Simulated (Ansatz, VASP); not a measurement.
# One calculation of BeAlS3, two programs

```
CELL_PARAMETERS angstrom
5.11757 0.00000 0.00000
-2.55879 4.43195 0.00000
0.00000 0.00000 4.59087
ATOMIC_POSITIONS crystal
Be 0.00000 0.00000 0.50000
Al 0.00000 0.00000 0.00000
S 0.50000 0.00000 0.50000
S 0.00000 0.50000 0.50000
S 0.50000 0.50000 0.50000
```

Alike in both runs: functional PBE; k mesh 6 × 6 × 4; occupations gaussian, width 0.1 eV; no spin polarisation.

Ansatz relaxed the structure, and its values are those at the end. VASP's run is a single point on that final structure, the one shown.

```csv
,VASP,Ansatz
version,VASP 6.6.1,Ansatz 0.2.0
potentials or method,"VASP PAW PBE potentials, release 64 (Be, Al, S), cutoff 520 eV","scalar-relativistic, plane waves, PAW"
valence electrons in the cell,23,23
```

VASP gave:

* gap on the k mesh at the Fermi level (eV): none
* pressure (GPa): 0.0

Question: Which values does Ansatz return?

Answer: gap on the k mesh at the Fermi level (eV): none; pressure (GPa): 0.1.

A gap of «none» marks a metal or a gap that the smearing closes.
